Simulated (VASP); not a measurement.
# Si (Fd-3m) in VASP: further runs

The runs below take Si through single point, with LDA.

All numbers are computed with VASP 6.6.1; they aren't measurements. Logs are shortened: lines on timing, memory, paths and dates and some standing lists are left out, and cuts for length are marked.

## (1) The cell of the first run

Symmetry: Fd-3m, No. 227, cubic system. Conventional cell: a = 5.403 Å, b = 5.403 Å, c = 5.403 Å, α = 90.00°, β = 90.00°, γ = 90.00°. Si (site symmetry -43m) has 4 Si at 2.34 Å within 3.1 Å.

## (2) Single point, LDA

INCAR reads:

```
SYSTEM = Si
PREC     = Accurate       ! precision mode
ENCUT    = 520            ! plane-wave cutoff, eV
EDIFF    = 1E-7           ! SCF threshold, eV
ISMEAR   = 1              ! smearing method
SIGMA    = 0.6            ! smearing width, eV
LREAL    = .False.        ! projectors in reciprocal space
LASPH    = .True.         ! aspherical terms in the spheres
NELM     = 80             ! most SCF steps
ALGO     = Normal         ! electronic algorithm
ISIF     = 2              ! what is computed and relaxed
LWAVE    = .False.        ! write WAVECAR
LCHARG   = .True.         ! write CHGCAR
GGA      = CA             ! functional
LELF     = .True.         ! ELF
LVHAR    = .True.       
NBANDS   = 11             ! bands
```

KPOINTS reads:

```
regular mesh
0
Gamma
  10 10 10
  0 0 0
```

POSCAR reads:

```
Si
1.0
    0.0000000000      2.7016643793      2.7016643793
    2.7016643793      0.0000000000      2.7016643793
    2.7016643793      2.7016643793      0.0000000000
Si
2
Direct
    0.5000000000      0.5000000000      0.5000000000
    0.7500000000      0.7500000000      0.7500000000
```

Potentials or basis: VASP PAW LDA potentials, release 64 (Si).

Launch:

```bash
> cat potpaw_LDA.64/Si/POTCAR > POTCAR
> mpirun -np 1 vasp_std > vasp.out
```

OUTCAR:

```text
SYSTEM = Si
   PREC = Accurate
   ENCUT = 520
   EDIFF = 1E-7
   ISMEAR = 1
   LREAL = .False.
   LASPH = .True.
   NELM = 80
   ISIF = 2
   GGA = CA

 ion  position               nearest neighbor table
   1  0.500  0.500  0.500-   2 2.34   2 2.34   2 2.34   2 2.34
   2  0.750  0.750  0.750-   1 2.34   1 2.34   1 2.34   1 2.34

  LATTYP: Found a face centered cubic cell.
 ALAT       =     5.4033287586

  Lattice vectors:

 A1 = (   0.0000000000,   2.7016643793,   2.7016643793)
 A2 = (   2.7016643793,   0.0000000000,   2.7016643793)
 A3 = (   2.7016643793,   2.7016643793,   0.0000000000)

Analysis of symmetry for initial positions (statically):
=====================================================================
 Subroutine PRICEL returns:
 Original cell was already a primitive cell.

 Routine SETGRP: Setting up the symmetry group for a
 face centered cubic supercell.

 Subroutine GETGRP returns: Found 48 space group operations
 (whereof 24 operations were pure point group operations)
 out of a pool of 48 trial point group operations.

The static configuration has the point symmetry T_d .
 The point group associated with its full space group is O_h .

Analysis of symmetry for dynamics (positions and initial velocities):
=====================================================================
 Subroutine PRICEL returns:
 Original cell was already a primitive cell.

 Routine SETGRP: Setting up the symmetry group for a
 face centered cubic supercell.

 Subroutine GETGRP returns: Found 48 space group operations
 (whereof 24 operations were pure point group operations)
 out of a pool of 48 trial point group operations.

The dynamic configuration has the point symmetry T_d .
 The point group associated with its full space group is O_h .

 Subroutine INISYM returns: Found 48 space group operations
 (whereof 24 operations are pure point group operations),
 and found     1 'primitive' translations

----------------------------------------------------------------------------------------

                                     Primitive cell

  volume of cell :      39.4388

  direct lattice vectors                    reciprocal lattice vectors
     0.000000000  2.701664379  2.701664379    -0.185071101  0.185071101  0.185071101
     2.701664379  0.000000000  2.701664379     0.185071101 -0.185071101  0.185071101
     2.701664379  2.701664379  0.000000000     0.185071101  0.185071101 -0.185071101

  length of vectors
     3.820730406  3.820730406  3.820730406     0.320552549  0.320552549  0.320552549

  position of ions in fractional coordinates (direct lattice)
     0.500000000  0.500000000  0.500000000
     0.750000000  0.750000000  0.750000000

  ion indices of the primitive-cell ions
   primitive index   ion index
                 1           1
                 2           2

----------------------------------------------------------------------------------------

 KPOINTS: regular mesh

Automatic generation of k-mesh.
 Grid dimensions read from file:
 generate k-points for:   10   10   10

 Generating k-lattice:

  Cartesian coordinates                     Fractional coordinates (reciprocal lattice)
    -0.018507110  0.018507110  0.018507110     0.100000000  0.000000000  0.000000000
     0.018507110 -0.018507110  0.018507110     0.000000000  0.100000000  0.000000000
     0.018507110  0.018507110 -0.018507110     0.000000000  0.000000000  0.100000000

  Length of vectors
     0.032055255  0.032055255  0.032055255

  Shift w.r.t. Gamma in fractional coordinates (k-lattice)
     0.000000000  0.000000000  0.000000000

 Subroutine IBZKPT returns following result:
 ===========================================

 Found     47 irreducible k-points:

 Following reciprocal coordinates:
            Coordinates               Weight
  0.000000  0.000000  0.000000      1.000000
  0.100000  0.000000  0.000000      8.000000
  0.200000  0.000000  0.000000      8.000000
  0.300000  0.000000  0.000000      8.000000
  0.400000  0.000000  0.000000      8.000000
  0.500000  0.000000  0.000000      4.000000
[... 16 lines left out ...]
  0.300000  0.300000  0.000000      6.000000
  0.400000  0.300000  0.000000     24.000000
 [... further k-points ...]
   k-points           NKPTS =     47   k-points in BZ     NKDIM =     47   number of bands    NBANDS=     11
   number of dos      NEDOS =    301   number of ions     NIONS =      2
   total plane-waves  NPLWV =  21952
   dimension x,y,z NGX =    28 NGY =   28 NGZ =   28
   dimension x,y,z NGXF=    56 NGYF=   56 NGZF=   56
   ions per type =               2
   NGX,Y,Z   is equivalent  to a cutoff of  12.18, 12.18, 12.18 a.u.
   NGXF,Y,Z  is equivalent  to a cutoff of  24.37, 24.37, 24.37 a.u.
 SYSTEM =  Si
   PREC   = accura    normal or accurate (medium, high low for compatibility)
   ISTART =      0    job   : 0-new  1-cont  2-samecut
   ICHARG =      2    charge: 1-file 2-atom 10-const
   ISPIN  =      1    spin polarized calculation?
   LNONCOLLINEAR =      F non collinear calculations
   LSORBIT =      F    spin-orbit coupling
   LASPH  =      T    aspherical Exc in radial PAW
   ENCUT  =  520.0 eV  38.22 Ry    6.18 a.u.   7.10  7.10  7.10*2*pi/ulx,y,z
   NELM   =     80;   NELMIN=  2; NELMDL= -5     # of ELM steps
   EDIFF  = 0.1E-06   stopping-criterion for ELM
   LREAL  =      F    real-space projection
   EDIFFG = 0.1E-05   stopping-criterion for IOM
   NSW    =      0    number of steps for IOM
   IBRION =     -1    ionic relax: 0-MD 1-quasi-New 2-CG
   NFREE  =      0    steps in history (QN), initial steepest desc. (CG)
   ISIF   =      2    stress and relaxation
   ISYM   =      2    0-nonsym 1-usesym 2-fastsym
   POTIM  = 0.5000    time-step for ionic-motion
   TEBEG  =    0.0;   TEEND  =   0.0 temperature during run
   PSTRESS=    0.0 pullay stress
   NELECT =       8.0000    total number of electrons
   NUPDOWN=      -1.0000    fix difference up-down
   EMIN   =  10.00;   EMAX   =-10.00  energy-range for DOS
   EFERMI =   0.00;   METHOD = LEGACY
   ISMEAR =     1;   SIGMA  =   0.60  broadening in eV -4-tet -1-fermi 0-gaus
   EFERMI_NEDOS =   21; number of points for ismear=-14 and -15
   IALGO  =     38    algorithm
   IMIX   =      4    mixing-type and parameters
     AMIX     =   0.40;   BMIX     =  1.00
     AMIX_MAG =   1.60;   BMIX_MAG =  1.00
  volume/ion in A,a.u.               =      19.72       133.07
  Fermi-wavevector in a.u.,A,eV,Ry     =   0.961900  1.817728 12.588822  0.925252
  Thomas-Fermi vector in A             =   2.091313
   LORBIT       =      0    0 simple, 1 ext, 2 COOP (PROOUT), +10 PAW based schemes
   GGA     = CA    functional components
   LHFCALC =     F    Hartree Fock is set to
   AEXX    =    0.0000 exact exchange contribution
   IVDW    =     0    specifies the selected vdW correction
   LEPSILON=     F    determine dielectric tensor
   LRPA    =     F    only Hartree local field effects (RPA)
 non-spin polarized calculation
 Methfessel and Paxton  Order N= 1 SIGMA  =   0.60
  energy-cutoff  :      520.00
  volume of cell :       39.44
 maximum number of plane-waves:      1073
   NGX = 15   NGY = 15   NGZ = 15

 number of electron       8.0000001 magnetization

 Free energy of the ion-electron system (eV)
  ---------------------------------------------------
  ext. energy  EPLUGINS =         0.00000000
  ---------------------------------------------------
  free energy    TOTEN  =       -11.91387073 eV

  energy without entropy =      -11.92952308  energy(sigma->0) =      -11.91908818

 E-fermi :   6.1396     XC(G=0):  -9.6624

 val. band max:        5.9264653453   @ k =   0.0000   0.0000   0.0000
 cond. band min:       6.3797339680   @ k =   0.4000   0.4000   0.0000
 fundamental gap:      0.4532686227
 Fermi energy:         6.1396340592

 k-point     1 :       0.0000    0.0000    0.0000
  band No.  band energies     occupation
      1      -6.1351      2.00000
      2       5.9265      1.56132
      3       5.9265      1.56132
      4       5.9265      1.56132
      5       8.4566     -0.00000
      6       8.4566     -0.00000
      7       8.4566     -0.00000
      8       9.3098     -0.00000
      9      13.6615     -0.00000
     10      13.6615     -0.00000
     11      13.6679     -0.00000

 k-point     2 :       0.1000    0.0000    0.0000
  band No.  band energies     occupation
      1      -6.0024      2.00000
      2       4.7677      2.00569
      3       5.7243      1.91422
      4       5.7243      1.91422
      5       8.4666     -0.00000
      6       8.7533     -0.00000
      7       8.7533     -0.00000
      8      10.2244     -0.00000
      9      13.2829     -0.00000
     10      13.2829     -0.00000
     11      14.2248     -0.00000

 k-point     3 :       0.2000    0.0000    0.0000
  band No.  band energies     occupation
      1      -5.6105      2.00000
      2       2.8846      2.00000
      3       5.3391      2.06775
      4       5.3391      2.06775
      5       8.1029     -0.00004
      6       9.2633     -0.00000
      7       9.2633     -0.00000
      8      11.9668     -0.00000
      9      12.9498     -0.00000
     10      12.9498     -0.00000
     11      14.9035     -0.00000

 k-point     4 :       0.3000    0.0000    0.0000
  band No.  band energies     occupation
      1      -4.9855      2.00000
      2       1.0773      2.00000
      3       5.0024      2.02209
      4       5.0024      2.02209
      5       7.7348     -0.00111
      6       9.4220     -0.00000
      7       9.4220     -0.00000
      8      13.4847     -0.00000
      9      13.4995     -0.00000
     10      13.4995     -0.00000
     11      14.7028     -0.00000
[... 239 lines left out ...]
 k-point    22 :      -0.2000    0.2000    0.0000
  band No.  band energies     occupation
      1      -4.7668      2.00000
      2       1.4240      2.00000
      3       2.8564      2.00000
      4       5.0740      2.03074
      5       8.7757     -0.00000
      6       9.8958     -0.00000
      7      10.1825     -0.00000
      8      11.6142     -0.00000
      9      11.9902     -0.00000
     10      16.5464     -0.00000
     11      16.7349     -0.00000

 k-point    23 :       0.3000    0.3000    0.0000
  band No.  band energies     occupation
      1      -4.5652      2.00000
      2       1.5000      2.00000
      3       3.6626      2.00000
      4       3.6626      2.00000
      5       6.6762     -0.02077
      6       8.2231     -0.00001
      7      12.5732     -0.00000
      8      12.5732     -0.00000
      9      15.0678     -0.00000
     10      15.4149     -0.00000
     11      18.2617      0.00000

 k-point    24 :       0.4000    0.3000    0.0000
  band No.  band energies     occupation
      1      -3.9435      2.00000
      2       0.4851      2.00000
      3       3.0141      2.00000
      4       3.4560      2.00000
      5       6.8644     -0.07083
      6       8.0584     -0.00006
      7      12.8723     -0.00000
      8      12.9884     -0.00000
      9      16.4295     -0.00000
     10      16.7085     -0.00000
     11      18.0193     -0.00000

 [... further k-points ...]
[... 5 lines left out ...]
  --------------------------------------------------------------------------------------
  -------------------------------------------------------------------------------------
  Total       -0.0093584     -0.0093584     -0.0093584     -0.0000000      0.0000000      0.0000000
  in kB       -0.3801807     -0.3801807     -0.3801807     -0.0000000      0.0000000      0.0000000
  external PRESSURE =      -0.3801807 kB  Pullay stress =       0.0000000 kB

 VOLUME and BASIS-vectors are now :
 -----------------------------------------------------------------------------
  energy-cutoff  :      520.00
  volume of cell :       39.44
      direct lattice vectors                 reciprocal lattice vectors
     0.000000000  2.701664379  2.701664379    -0.185071101  0.185071101  0.185071101
     2.701664379  0.000000000  2.701664379     0.185071101 -0.185071101  0.185071101
     2.701664379  2.701664379  0.000000000     0.185071101  0.185071101 -0.185071101

 POSITION                                       TOTAL-FORCE (eV/Angst)
 -----------------------------------------------------------------------------------
      2.70166      2.70166      2.70166        -0.000000     -0.000000     -0.000000
      4.05250      4.05250      4.05250         0.000000      0.000000      0.000000
 -----------------------------------------------------------------------------------
    total drift:                               -0.000000      0.000000     -0.000000

  FREE ENERGIE OF THE ION-ELECTRON SYSTEM (eV)
  ---------------------------------------------------
  free  energy   TOTEN  =       -11.9138707332 eV

  energy  without entropy=      -11.9295230766  energy(sigma->0) =      -11.91908818
```

Wall time 40 s (1 thread of AMD EPYC 7R13, shared host); peak memory 0.11 GiB.

Results:

```
Free energy            : -11.9139 eV
Pressure               : 0.0 GPa
Band gap on the k mesh : 0.45 eV, indirect (least direct gap 2.53 eV)
```

Levels at points of the mesh, in eV from the valence-band top:
```csv
k point,band 1,band 2,band 3,band 4,band 5,band 6,band 7,band 8
"(0.00, 0.00, 0.00)",-12.06,0.00,0.00,0.00,2.53,2.53,2.53,3.38
"(0.50, 0.00, 0.00)",-9.68,-7.06,-1.21,-1.21,1.48,3.28,3.28,7.54
"(0.50, 0.50, 0.00)",-7.86,-7.86,-2.89,-2.89,0.57,0.57,10.11,10.11
```

A k mesh can miss the band edges. A hybrid or GW would open this gap; LDA tends to underestimate it.

## (3) Single point, LDA

INCAR reads:

```
PREC = Accurate
ENCUT = 520
EDIFF = 1E-6
ISMEAR = 1
SIGMA = 1.0
LREAL = False
LASPH = True
NELM = 100
ALGO = Normal
ISIF = 2
LWAVE = False
LCHARG = False
NBANDS = 11
```

KPOINTS reads:

```
regular mesh
0
Gamma
  10 10 10
```

POSCAR is that of step 2.

Potentials or basis: VASP PAW LDA potentials, release 64 (Si).

Launch:

```bash
> cat potpaw_LDA.64/Si/POTCAR > POTCAR
> mpirun -np 1 vasp_std > vasp.out
```

It took 32 s on 1 thread of AMD EPYC 7R13, shared host; peak memory 0.11 GiB.

The run converged. Its results:

- Free energy: -11.8911 eV
- Pressure: -0.2 GPa
- Band gap on the k mesh: 0.45 eV, indirect (least direct gap 2.53 eV)

Levels at points of the mesh, in eV from the valence-band top:
```csv
k point,band 2,band 3,band 4,band 5,band 6,band 7
"(0.00, 0.00, 0.00)",0.00,0.00,0.00,2.53,2.53,2.53
"(0.50, 0.00, 0.00)",-7.06,-1.21,-1.21,1.48,3.29,3.29
"(0.50, 0.50, 0.00)",-7.86,-2.89,-2.89,0.57,0.57,10.11
```

## (4) Single point, LDA

INCAR reads:

```
SYSTEM = Si
  PREC = Accurate
  ENCUT = 520
  EDIFF = 1E-6
  ISMEAR = 1
  SIGMA = 0.01
  LREAL = .False.
  LASPH = .True.
  NELM = 100
  ALGO = Normal
  ISIF = 2
  LWAVE = .False.
  LCHARG = .False.
  NBANDS = 11
```

KPOINTS reads:

```
regular mesh
0
Gamma
  10 10 10
  0 0 0
```

POSCAR is that of step 3.

Launch:

```bash
> cat potpaw_LDA.64/Si/POTCAR > POTCAR
> mpirun -np 1 vasp_std > vasp.out
```

Run time: 30 s. Hardware: 1 thread of AMD EPYC 7R13, shared host; peak memory 0.11 GiB.

Results (log left out):

```
Free energy            : -11.9191 eV
Pressure               : 0.0 GPa
Band gap on the k mesh : 0.45 eV, indirect (least direct gap 2.53 eV)
```

Levels at points of the mesh, in eV from the valence-band top:
```
           k point  band 2  band 3  band 4  band 5  band 6  band 7
(0.00, 0.00, 0.00)    0.00    0.00    0.00    2.53    2.53    2.53
(0.50, 0.00, 0.00)   -7.06   -1.21   -1.21    1.48    3.29    3.29
(0.50, 0.50, 0.00)   -7.86   -2.89   -2.89    0.58    0.58   10.11
```

## (5) The runs side by side

```csv
smearing,gap on the mesh (eV),pressure (GPa)
methfessel-paxton 0.6 eV,0.45,0.0
methfessel-paxton 1 eV,0.45,-0.2
methfessel-paxton 0.01 eV,0.45,0.0
```

Alike in all rows: task single point; level LDA; potentials or basis VASP PAW LDA potentials, release 64 (Si); no spin polarisation; cell as given; k mesh 10 × 10 × 10; cutoff (eV) 520.

On the cell as given the gap runs from 0.45 eV (LDA) to 0.45 eV (LDA).

Total energies depend on the potentials used, so only differences within one code and one set of settings carry meaning.
